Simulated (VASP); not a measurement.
# BaNa3 (Pm-3m) in VASP: a series of runs, part 2 of 3

VASP 6.6.1.

## Step 5: Single point, PBE

This run uses another cell than the first one, of 46.37 Å³/atom.

INCAR reads:

```
PREC = Accurate
ENCUT = 520
EDIFF = 1E-6
ISMEAR = 0
SIGMA = 0.1
LREAL = False
LASPH = True
NELM = 60
ALGO = Fast
ISIF = 2
LWAVE = False
LCHARG = False
GGA = PE
NBANDS = 24
```

KPOINTS reads:

```
regular mesh
0
Gamma
  8 8 8
```

POSCAR reads:

```
BaNa3
1.0
    5.7028630127      0.0000000000      0.0000000000
    0.0000000000      5.7028630127      0.0000000000
    0.0000000000      0.0000000000      5.7028630127
Na Ba
3 1
Direct
    0.0000000000      0.5000000000      0.5000000000
    0.5000000000      0.0000000000      0.5000000000
    0.5000000000      0.5000000000      0.0000000000
    0.0000000000      0.0000000000      0.0000000000
```

Potentials or basis: VASP PAW PBE potentials, release 64 (Na_pv, Ba_sv).

Command:

```bash
> cat potpaw_PBE.64/Na_pv/POTCAR potpaw_PBE.64/Ba_sv/POTCAR > POTCAR
> mpirun -np 1 vasp_std > vasp.out
```

OUTCAR:

```text
PREC = Accurate
   ENCUT = 520
   EDIFF = 1E-6
   ISMEAR = 0
   LREAL = False
   LASPH = True
   NELM = 60
   ISIF = 2
   GGA = PE

 ion  position               nearest neighbor table
   1  0.000  0.500  0.500-
   2  0.500  0.000  0.500-
   3  0.500  0.500  0.000-
   4  0.000  0.000  0.000-

  LATTYP: Found a simple cubic cell.
 ALAT       =     5.7028630127

  Lattice vectors:

 A1 = (   5.7028630127,   0.0000000000,   0.0000000000)
 A2 = (   0.0000000000,   5.7028630127,   0.0000000000)
 A3 = (   0.0000000000,   0.0000000000,   5.7028630127)

Analysis of symmetry for initial positions (statically):
=====================================================================
 Subroutine PRICEL returns:
 Original cell was already a primitive cell.

 Routine SETGRP: Setting up the symmetry group for a
 simple cubic supercell.

 Subroutine GETGRP returns: Found 48 space group operations
 (whereof 48 operations were pure point group operations)
 out of a pool of 48 trial point group operations.

The static configuration has the point symmetry O_h .

Analysis of symmetry for dynamics (positions and initial velocities):
=====================================================================
 Subroutine PRICEL returns:
 Original cell was already a primitive cell.

 Routine SETGRP: Setting up the symmetry group for a
 simple cubic supercell.

 Subroutine GETGRP returns: Found 48 space group operations
 (whereof 48 operations were pure point group operations)
 out of a pool of 48 trial point group operations.

The dynamic configuration has the point symmetry O_h .

 Subroutine INISYM returns: Found 48 space group operations
 (whereof 48 operations are pure point group operations),
 and found     1 'primitive' translations

----------------------------------------------------------------------------------------

                                     Primitive cell

  volume of cell :     185.4722

  direct lattice vectors                    reciprocal lattice vectors
     5.702863013  0.000000000  0.000000000     0.175350521  0.000000000  0.000000000
     0.000000000  5.702863013  0.000000000     0.000000000  0.175350521  0.000000000
     0.000000000  0.000000000  5.702863013     0.000000000  0.000000000  0.175350521

  length of vectors
     5.702863013  5.702863013  5.702863013     0.175350521  0.175350521  0.175350521

  position of ions in fractional coordinates (direct lattice)
     0.000000000  0.500000000  0.500000000
     0.500000000  0.000000000  0.500000000
     0.500000000  0.500000000  0.000000000
     0.000000000  0.000000000  0.000000000

  ion indices of the primitive-cell ions
   primitive index   ion index
                 1           1
                 2           2
                 3           3
                 4           4

----------------------------------------------------------------------------------------

 KPOINTS: regular mesh

Automatic generation of k-mesh.
 Grid dimensions read from file:
 generate k-points for:    8    8    8

 Generating k-lattice:

  Cartesian coordinates                     Fractional coordinates (reciprocal lattice)
     0.021918815  0.000000000  0.000000000     0.125000000  0.000000000  0.000000000
     0.000000000  0.021918815  0.000000000     0.000000000  0.125000000  0.000000000
     0.000000000  0.000000000  0.021918815     0.000000000  0.000000000  0.125000000

  Length of vectors
     0.021918815  0.021918815  0.021918815

  Shift w.r.t. Gamma in fractional coordinates (k-lattice)
     0.000000000  0.000000000  0.000000000

 Subroutine IBZKPT returns following result:
 ===========================================

 Found     35 irreducible k-points:

 Following reciprocal coordinates:
            Coordinates               Weight
  0.000000  0.000000  0.000000      1.000000
  0.125000  0.000000  0.000000      6.000000
  0.250000  0.000000  0.000000      6.000000
  0.375000  0.000000  0.000000      6.000000
  0.500000  0.000000  0.000000      3.000000
  0.125000  0.125000  0.000000     12.000000
[... 16 lines left out ...]
  0.375000  0.375000  0.125000     24.000000
  0.500000  0.375000  0.125000     24.000000
 [... further k-points ...]
   k-points           NKPTS =     35   k-points in BZ     NKDIM =     35   number of bands    NBANDS=     24
   number of dos      NEDOS =    301   number of ions     NIONS =      4
   total plane-waves  NPLWV =  74088
   dimension x,y,z NGX =    42 NGY =   42 NGZ =   42
   dimension x,y,z NGXF=    84 NGYF=   84 NGZF=   84
   ions per type =               3   1
   NGX,Y,Z   is equivalent  to a cutoff of  12.24, 12.24, 12.24 a.u.
   NGXF,Y,Z  is equivalent  to a cutoff of  24.49, 24.49, 24.49 a.u.
 SYSTEM =  unknown system
   PREC   = accura    normal or accurate (medium, high low for compatibility)
   ISTART =      0    job   : 0-new  1-cont  2-samecut
   ICHARG =      2    charge: 1-file 2-atom 10-const
   ISPIN  =      1    spin polarized calculation?
   LNONCOLLINEAR =      F non collinear calculations
   LSORBIT =      F    spin-orbit coupling
   LASPH  =      T    aspherical Exc in radial PAW
   ENCUT  =  520.0 eV  38.22 Ry    6.18 a.u.  10.60 10.60 10.60*2*pi/ulx,y,z
   NELM   =     60;   NELMIN=  2; NELMDL= -5     # of ELM steps
   EDIFF  = 0.1E-05   stopping-criterion for ELM
   LREAL  =      F    real-space projection
   EDIFFG = 0.1E-04   stopping-criterion for IOM
   NSW    =      0    number of steps for IOM
   IBRION =     -1    ionic relax: 0-MD 1-quasi-New 2-CG
   NFREE  =      0    steps in history (QN), initial steepest desc. (CG)
   ISIF   =      2    stress and relaxation
   ISYM   =      2    0-nonsym 1-usesym 2-fastsym
   POTIM  = 0.5000    time-step for ionic-motion
   TEBEG  =    0.0;   TEEND  =   0.0 temperature during run
   PSTRESS=    0.0 pullay stress
   NELECT =      31.0000    total number of electrons
   NUPDOWN=      -1.0000    fix difference up-down
   EMIN   =  10.00;   EMAX   =-10.00  energy-range for DOS
   EFERMI =   0.00;   METHOD = LEGACY
   ISMEAR =     0;   SIGMA  =   0.10  broadening in eV -4-tet -1-fermi 0-gaus
   EFERMI_NEDOS =   21; number of points for ismear=-14 and -15
   IALGO  =     68    algorithm
   IMIX   =      4    mixing-type and parameters
     AMIX     =   0.40;   BMIX     =  1.00
     AMIX_MAG =   1.60;   BMIX_MAG =  1.00
  volume/ion in A,a.u.               =      46.37       312.91
  Fermi-wavevector in a.u.,A,eV,Ry     =   0.901784  1.704124 11.064450  0.813214
  Thomas-Fermi vector in A             =   2.024907
   LORBIT       =      0    0 simple, 1 ext, 2 COOP (PROOUT), +10 PAW based schemes
   GGA     = PE    functional components
   LHFCALC =     F    Hartree Fock is set to
   AEXX    =    0.0000 exact exchange contribution
   IVDW    =     0    specifies the selected vdW correction
   LEPSILON=     F    determine dielectric tensor
   LRPA    =     F    only Hartree local field effects (RPA)
 non-spin polarized calculation
 RMM-DIIS sequential band-by-band and
 Gauss-broadening in eV      SIGMA  =   0.10
  energy-cutoff  :      520.00
  volume of cell :      185.47
 maximum number of plane-waves:      5030
   NGX = 21   NGY = 21   NGZ = 21

 number of electron      30.9999977 magnetization

 Free energy of the ion-electron system (eV)
  ---------------------------------------------------
  ext. energy  EPLUGINS =         0.00000000
  ---------------------------------------------------
  free energy    TOTEN  =        -5.63931600 eV

  energy without entropy =       -5.61886468  energy(sigma->0) =       -5.62909034

 E-fermi :   0.6023     XC(G=0):  -6.6504

 val. band max:        0.5845062870   @ k =   0.1250   0.1250   0.0000
 cond. band min:       0.6057355094   @ k =   0.5000   0.3750   0.0000
 fundamental gap:      0.0212292224
 Fermi energy:         0.6022769403

 k-point     1 :       0.0000    0.0000    0.0000
  band No.  band energies     occupation
      1     -28.7266      2.00000
      2     -24.1141      2.00000
      3     -24.1141      2.00000
      4     -24.1141      2.00000
      5     -24.1108      2.00000
      6     -24.1108      2.00000
[... 16 lines left out ...]
     23       3.3207      0.00000
     24       5.9710      0.00000
[... 598 lines left out ...]
      2     -24.1159      2.00000
      3     -24.1135      2.00000
      4     -24.1135      2.00000
      5     -24.1102      2.00000
      6     -24.1099      2.00000
[... 16 lines left out ...]
     23       4.6329      0.00000
     24       4.7702      0.00000

 [... further k-points ...]

------------------------ aborting loop because EDIFF is reached ----------------------------------------

  FORCE on cell =-STRESS in cart. coord.  units (eV):
  Direction    XX          YY          ZZ          XY          YZ          ZX
  --------------------------------------------------------------------------------------
  -------------------------------------------------------------------------------------
  Total       -0.0078376     -0.0078376     -0.0078376     -0.0000000     -0.0000000      0.0000000
  in kB       -0.0677042     -0.0677042     -0.0677042     -0.0000000     -0.0000000      0.0000000
  external PRESSURE =      -0.0677042 kB  Pullay stress =       0.0000000 kB

 VOLUME and BASIS-vectors are now :
 -----------------------------------------------------------------------------
  energy-cutoff  :      520.00
  volume of cell :      185.47
      direct lattice vectors                 reciprocal lattice vectors
     5.702863013  0.000000000  0.000000000     0.175350521  0.000000000  0.000000000
     0.000000000  5.702863013  0.000000000     0.000000000  0.175350521  0.000000000
     0.000000000  0.000000000  5.702863013     0.000000000  0.000000000  0.175350521

 POSITION                                       TOTAL-FORCE (eV/Angst)
 -----------------------------------------------------------------------------------
      0.00000      2.85143      2.85143         0.000000      0.000000      0.000000
      2.85143      0.00000      2.85143         0.000000      0.000000      0.000000
      2.85143      2.85143      0.00000         0.000000      0.000000      0.000000
      0.00000      0.00000      0.00000         0.000000      0.000000      0.000000
 -----------------------------------------------------------------------------------
    total drift:                                0.000000      0.000000     -0.000000

  FREE ENERGIE OF THE ION-ELECTRON SYSTEM (eV)
  ---------------------------------------------------
  free  energy   TOTEN  =        -5.6393160035 eV

  energy  without entropy=       -5.6188646845  energy(sigma->0) =       -5.62909034
```

Run time: 3 min. Hardware: 1 thread of Intel Xeon Platinum 8488C (Sapphire Rapids), shared host; peak memory 0.34 GiB.

What came out:

```yaml
Free_energy: -5.6393 eV
Pressure: 0.0 GPa
Band_gap_on_the_k_mesh: zero (an odd number of electrons rules out a gap without spin polarisation)
```

Caveat: spin-orbit coupling is left out, which moves the levels of the heavy elements.

(Part 2 of 3 ends here.)

The gap in the log of VASP goes by the Fermi energy; the results here count the filled bands.